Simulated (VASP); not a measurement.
# MgO (P1) in VASP: settings compared

MgO is run at these levels: PBE+D4, PBE; tasks: single point.

Everything below comes from runs of VASP 6.6.1. Logs are shortened: lines on timing, memory, paths and dates and some standing lists are left out, and cuts for length are marked.

## Step 1: The cell of the first run

The typed cell holds 8 atoms: a = 4.050 Å, b = 3.896 Å, c = 5.345 Å, α = 90.76°, β = 88.97°, γ = 94.49°.

## Step 2: Single point, PBE+D4

The input, INCAR:

```
SYSTEM = MgO
PREC = Accurate
ENCUT = 600
EDIFF = 1E-6
ISMEAR = 0
SIGMA = 0.05
LREAL = .FALSE.
LASPH = .TRUE.
NELM = 120
ALGO = Normal
ISIF = 2
LWAVE = .FALSE.
LCHARG = .FALSE.
GGA = PE
IVDW = 13
NBANDS = 26
GGA_COMPAT = .FALSE.
```

The input, KPOINTS:

```
Automatic mesh
0
G
  6 6 6
  0 0 0
```

The input, POSCAR:

```
MgO
1.0
    1.5165833040      2.5529770539      2.7545016926
   -1.4557729970     -2.4677997675      2.6403041057
    4.6562730704     -2.6245528557      0.0095646781
Mg O
4 4
Direct
    0.4923584656      0.5104845251     -0.0059514596
    0.2522347063      0.7489561214      0.5012939591
    0.7527142160      0.2525257159      0.4936234753
   -0.0058720798      0.0001385188      0.0019805204
    0.7595628621      0.7305263395      0.3299870137
    0.4985617054      1.0006525133      0.8342062337
    0.0028654383      0.5079019999      0.8399710951
    0.2475746861      0.2488142661      0.3382224956
```

Potentials or basis: VASP PAW PBE potentials, release 64 (Mg, O).

On the command line:

```
cat potpaw_PBE.64/Mg/POTCAR potpaw_PBE.64/O/POTCAR > POTCAR
mpirun -np 1 vasp_std > vasp.out
```

OUTCAR:

```text
SYSTEM = MgO
   PREC = Accurate
   ENCUT = 600
   EDIFF = 1E-6
   ISMEAR = 0
   LREAL = .FALSE.
   LASPH = .TRUE.
   NELM = 120
   ISIF = 2
   GGA = PE
   IVDW = 13

 ion  position               nearest neighbor table
   1  0.492  0.510  0.994-   6 2.10   6 2.15   7 2.16   7 2.21   5 2.24   8 2.29   4 2.68   4 2.72
                             4 2.88   4 2.95   2 3.01   2 3.02   3 3.04   3 3.10
   2  0.252  0.749  0.501-   8 2.12   8 2.15   5 2.21   6 2.23   7 2.24   5 2.24   3 2.69   3 2.71
                             3 2.91   3 2.93   1 3.01   1 3.02   4 3.03   4 3.08
   3  0.753  0.253  0.494-   5 2.07   8 2.16   5 2.21   8 2.22   6 2.27   7 2.30   2 2.69   2 2.71
                             2 2.91   2 2.93   4 2.97   1 3.04   1 3.10   4 3.10
   4  0.994  0.000  0.002-   7 2.10   7 2.17   6 2.21   6 2.22   5 2.22   8 2.26   1 2.68   1 2.72
                             1 2.88   1 2.95   3 2.97   2 3.03   2 3.08   3 3.10
   5  0.760  0.731  0.330-   3 2.07   3 2.21   2 2.21   4 2.22   1 2.24   2 2.24
   6  0.499  0.001  0.834-   1 2.10   1 2.15   4 2.21   4 2.22   2 2.23   3 2.27
   7  0.003  0.508  0.840-   4 2.10   1 2.16   4 2.17   1 2.21   2 2.24   3 2.30
   8  0.248  0.249  0.338-   2 2.12   2 2.15   3 2.16   3 2.22   4 2.26   1 2.29

  LATTYP: Found a triclinic cell.
 ALAT       =     4.0503081772
 B/A-ratio  =     1.3322000736
 C/A-ratio  =     1.3196578222
 COS(alpha) =     0.0038555374
 COS(beta)  =     0.0179014749
 COS(gamma) =     0.6941140969

  Lattice vectors:

 A1 = (   1.5165833040,   2.5529770539,   2.7545016926)
 A2 = (   0.0608103070,   0.0851772864,   5.3948057983)
 A3 = (   4.6562730704,  -2.6245528557,   0.0095646781)

Analysis of symmetry for initial positions (statically):
=====================================================================
 Subroutine PRICEL returns:
 Original cell was already a primitive cell.

 Routine SETGRP: Setting up the symmetry group for a
 triclinic supercell.

 Subroutine GETGRP returns: Found  1 space group operations
 (whereof  1 operations were pure point group operations)
 out of a pool of  2 trial point group operations.

The static configuration has the point symmetry C_1 .

Analysis of symmetry for dynamics (positions and initial velocities):
=====================================================================
 Subroutine PRICEL returns:
 Original cell was already a primitive cell.

 Routine SETGRP: Setting up the symmetry group for a
 triclinic supercell.

 Subroutine GETGRP returns: Found  1 space group operations
 (whereof  1 operations were pure point group operations)
 out of a pool of  2 trial point group operations.

The dynamic configuration has the point symmetry C_1 .

 Subroutine INISYM returns: Found  1 space group operations
[... 120 lines left out ...]
   NELECT =      32.0000    total number of electrons
   NUPDOWN=      -1.0000    fix difference up-down
   EMIN   =  10.00;   EMAX   =-10.00  energy-range for DOS
   EFERMI =   0.00;   METHOD = LEGACY
   ISMEAR =     0;   SIGMA  =   0.05  broadening in eV -4-tet -1-fermi 0-gaus
   EFERMI_NEDOS =   21; number of points for ismear=-14 and -15
   IALGO  =     38    algorithm
   IMIX   =      4    mixing-type and parameters
     AMIX     =   0.40;   BMIX     =  1.00
     AMIX_MAG =   1.60;   BMIX_MAG =  1.00
  volume/ion in A,a.u.               =      10.51        70.92
  Fermi-wavevector in a.u.,A,eV,Ry     =   1.186432  2.242032 19.151852  1.407621
  Thomas-Fermi vector in A             =   2.322605
   LORBIT       =      0    0 simple, 1 ext, 2 COOP (PROOUT), +10 PAW based schemes
   GGA     = PE    functional components
   LHFCALC =     F    Hartree Fock is set to
   AEXX    =    0.0000 exact exchange contribution
   IVDW    =    13    specifies the selected vdW correction
   LEPSILON=     F    determine dielectric tensor
   LRPA    =     F    only Hartree local field effects (RPA)
 non-spin polarized calculation
 Gauss-broadening in eV      SIGMA  =   0.05
  energy-cutoff  :      600.00
  volume of cell :       84.07
 maximum number of plane-waves:      2822
   NGX = 17   NGY = 15   NGZ = 21

 number of electron      32.0000000 magnetization

 Free energy of the ion-electron system (eV)
  ---------------------------------------------------
  ext. energy  EPLUGINS =         0.00000000
  ---------------------------------------------------
  free energy    TOTEN  =       -44.67734168 eV

  energy without entropy =      -44.67734168  energy(sigma->0) =      -44.67734168

 E-fermi :   3.3447     XC(G=0): -10.5095

 val. band max:        3.0373852737   @ k =  -0.3333   0.3333   0.0000
 cond. band min:       5.5855187948   @ k =   0.0000   0.0000   0.0000
 fundamental gap:      2.5481335211
 Fermi energy:         3.3447143342

 k-point     1 :       0.0000    0.0000    0.0000
  band No.  band energies     occupation
      1     -14.2564      2.00000
      2     -13.4208      2.00000
      3     -12.5954      2.00000
      4     -12.5569      2.00000
      5      -1.8413      2.00000
      6      -0.5870      2.00000
[... 685 lines left out ...]
     25      16.3806      0.00000
     26      16.6243      0.00000

 [... further k-points ...]

------------------------ aborting loop because EDIFF is reached ----------------------------------------

  DFT-D4 for vdW energy calculation

  Edisp (eV):   -1.15429

  FORCE on cell =-STRESS in cart. coord.  units (eV):
  Direction    XX          YY          ZZ          XY          YZ          ZX
  --------------------------------------------------------------------------------------
  -------------------------------------------------------------------------------------
  Total      -7.67702    -2.72065    -2.34367     2.24487     0.04472    -0.04899
  in kB    -146.30439   -51.84875   -44.66447    42.78147     0.85233    -0.93367
  external pressure =      -80.94 kB  Pullay stress =        0.00 kB

 VOLUME and BASIS-vectors are now :
 -----------------------------------------------------------------------------
  energy-cutoff  :      600.00
  volume of cell :       84.07
      direct lattice vectors                 reciprocal lattice vectors
     1.516583304  2.552977054  2.754501693     0.082145123  0.146399072  0.182126084
    -1.455772997 -2.467799767  2.640304106    -0.086281391 -0.152385752  0.188742031
     4.656273070 -2.624552856  0.009564678     0.161033073 -0.095326336 -0.000310082

 POSITION                                       TOTAL-FORCE (eV/Angst)
 -----------------------------------------------------------------------------------
      4.63211     -2.61173      2.71354         0.250160      0.262535     -0.133547
      1.62639     -2.52000      2.67705        -0.074095     -0.017238     -0.006852
      3.07238      0.00294      2.74482         0.160535      0.087771     -0.169586
      1.51670      2.53245      2.73871        -0.091132      0.016393      0.184763
      1.62497     -0.72971      4.02419        -0.243073     -0.689053      0.217800
      4.63945     -0.91821      1.38299        -0.044559     -0.009148      0.244724
      3.17609     -3.45063      1.35694        -0.112002      0.162333     -0.242704
      1.58811     -0.86965      1.34213         0.154166      0.186408     -0.094598
 -----------------------------------------------------------------------------------
    total drift:                               -0.000195      0.001841      0.001198

  FREE ENERGIE OF THE ION-ELECTRON SYSTEM (eV)
  ---------------------------------------------------
  free  energy   TOTEN  =       -45.8316299656 eV

  energy  without entropy=      -45.8316299656  energy(sigma->0) =      -45.83162997
```

OSZICAR:

```text
N       E                     dE             d eps       ncg     rms          rms(c)
DAV:   1     0.163046384591E+03    0.16305E+03   -0.16800E+04  5920   0.124E+03
DAV:   2    -0.398907862839E+02   -0.20294E+03   -0.19031E+03  7706   0.252E+02
DAV:   3    -0.517155494759E+02   -0.11825E+02   -0.11756E+02  7360   0.614E+01
DAV:   4    -0.517896613999E+02   -0.74112E-01   -0.74085E-01  6630   0.556E+00
DAV:   5    -0.517900936194E+02   -0.43222E-03   -0.43215E-03  7240   0.426E-01    0.148E+01
DAV:   6    -0.448892584613E+02    0.69008E+01   -0.24320E+01  6706   0.287E+01    0.499E+00
DAV:   7    -0.447567922954E+02    0.13247E+00   -0.48471E-01  6196   0.450E+00    0.292E+00
DAV:   8    -0.446838634377E+02    0.72929E-01   -0.22290E-01  6460   0.411E+00    0.754E-01
DAV:   9    -0.446765727651E+02    0.72907E-02   -0.22091E-02  7292   0.100E+00    0.170E-01
DAV:  10    -0.446774916843E+02   -0.91892E-03   -0.27765E-03  6256   0.304E-01    0.124E-01
DAV:  11    -0.446773388659E+02    0.15282E-03   -0.60069E-04  6310   0.164E-01    0.170E-02
DAV:  12    -0.446773417583E+02   -0.28924E-05   -0.15028E-05  6396   0.285E-02    0.694E-03
DAV:  13    -0.446773416815E+02    0.76798E-07   -0.15442E-06  4926   0.104E-02
   1 F= -.45831630E+02 E0= -.45831630E+02  d E =-.180801E-19
```

stdout:

```text
POSCAR found type information on POSCAR MgO
 POSCAR found :  2 types and       8 ions
 scaLAPACK will be used
 LDA part: xc-table for (Slater+PW92), standard interpolation
 POSCAR, INCAR and KPOINTS ok, starting setup
 FFT: planning ... GRIDC
 FFT: planning ... GRID_SOFT
 FFT: planning ... GRID
 WAVECAR not read
 entering main loop
```

Wall time 5.5 min (1 thread of Oxide Virtual Turin-like, shared host); peak memory 0.34 GiB.

What came out:

| Quantity | Value |
| --- | --- |
| Free energy | -45.8316 eV |
| Pressure | -8.1 GPa |
| Largest force | 0.762 eV/Å |
| Band gap on the k mesh | 2.55 eV |
| Dispersion energy per atom | -0.144 eV |

Forces on the atoms (eV/Å):
```
Mg   0.250  0.263 -0.134
Mg  -0.074 -0.017 -0.007
Mg   0.161  0.088 -0.170
Mg  -0.091  0.016  0.185
O   -0.243 -0.689  0.218
O   -0.045 -0.009  0.245
O   -0.112  0.162 -0.243
O    0.154  0.186 -0.095
```

Caveat: the stress differs along the axes, from -15 to -4 GPa. A k mesh can miss the band edges.

## Step 3: Single point, PBE (atoms moved at random and the cell strained at random)

The input, INCAR:

```
SYSTEM = MgO
  PREC = Accurate
  ENCUT = 600
  EDIFF = 1E-6
  ISMEAR = 0
  SIGMA = 0.05
  LREAL = .FALSE.
  LASPH = .TRUE.
  NELM = 120
  ALGO = Normal
  ISIF = 2
  LWAVE = .FALSE.
  LCHARG = .FALSE.
  GGA = PE
  NBANDS = 26
  GGA_COMPAT = .FALSE.
```

The input, KPOINTS:

```
regular mesh
0
G
  6 6 6
  0 0 0
```

The input, POSCAR:

```
MgO
1.0
    1.3691293126      2.5547124658      3.0035417828
   -1.4161386787     -2.3141892275      2.8009602314
    4.5190261647     -2.6313989825     -0.1528249266
Mg O
4 4
Direct
    0.4938576572      0.4961503938      0.0074898211
    0.2392543454      0.7531211928      0.4940604873
    0.7476666933      0.2510364313      0.5063731420
   -0.0034893381      0.0005299381      0.0053178707
    0.7603242331      0.7380595956      0.3304296375
    0.5119722753      1.0066979942      0.8211567164
    0.0029132323      0.4993050512      0.8355392409
    0.2475009016      0.2550994030      0.3329664172
```

Potentials or basis: VASP PAW PBE potentials, release 64 (Mg, O).

On the command line:

```
cat potpaw_PBE.64/Mg/POTCAR potpaw_PBE.64/O/POTCAR > POTCAR
mpirun -np 1 vasp_std > vasp.out
```

Run time: 6.2 min. Hardware: 1 thread of Oxide Virtual Turin-like, shared host; peak memory 0.34 GiB.

The run converged. Its results:

| Quantity | Value |
| --- | --- |
| Free energy | -43.8824 eV |
| Pressure | -7.8 GPa |
| Largest force | 0.549 eV/Å |
| Band gap on the k mesh | 1.72 eV |

Forces on the atoms (eV/Å):
```
Mg  -0.421  0.220  0.140
Mg   0.456 -0.048  0.145
Mg   0.029 -0.161 -0.059
Mg  -0.402  0.054 -0.073
O   -0.302 -0.456  0.022
O    0.379 -0.179 -0.205
O    0.122  0.057  0.173
O    0.139  0.511 -0.143
```

Stress tensor (GPa, compression positive):
```
  2.18   7.86  -0.26
  7.86  11.19   1.98
 -0.26   1.98 -36.67
```

Levels at points of the mesh, in eV from the valence-band top:
```tsv
k point	band 12	band 13	band 14	band 15	band 16	band 17	band 18	band 19	band 20	band 21
(0.00, 0.00, 0.00)	-1.62	-1.15	-0.80	-0.75	-0.26	1.72	5.20	5.46	5.99	8.77
(0.50, 0.00, 0.00)	-2.28	-1.95	-1.90	-0.95	-0.84	5.10	5.25	6.32	6.48	9.93
(0.00, 0.50, 0.00)	-2.31	-1.98	-1.94	-0.99	-0.86	5.39	5.57	6.15	6.50	10.13
(0.50, 0.50, 0.00)	-1.14	-0.87	-0.62	-0.45	0.00	4.36	6.29	6.57	7.40	7.73
(0.00, 0.00, 0.50)	-1.24	-1.19	-1.10	-0.66	-0.45	3.90	4.07	4.71	5.00	10.25
(0.50, 0.00, 0.50)	-2.51	-1.52	-1.40	-1.32	-1.23	5.49	5.62	5.91	5.95	10.11
(0.00, 0.50, 0.50)	-2.59	-1.53	-1.40	-1.36	-1.24	5.65	5.82	5.98	6.23	10.31
(0.50, 0.50, 0.50)	-1.44	-1.12	-0.85	-0.43	-0.21	5.52	5.80	5.95	6.17	9.37
```

Caveat: the cell differs from its parent crystal (atoms moved at random and the cell strained at random); the stress differs along the axes, from -37 to 11 GPa. A k mesh can miss the band edges.
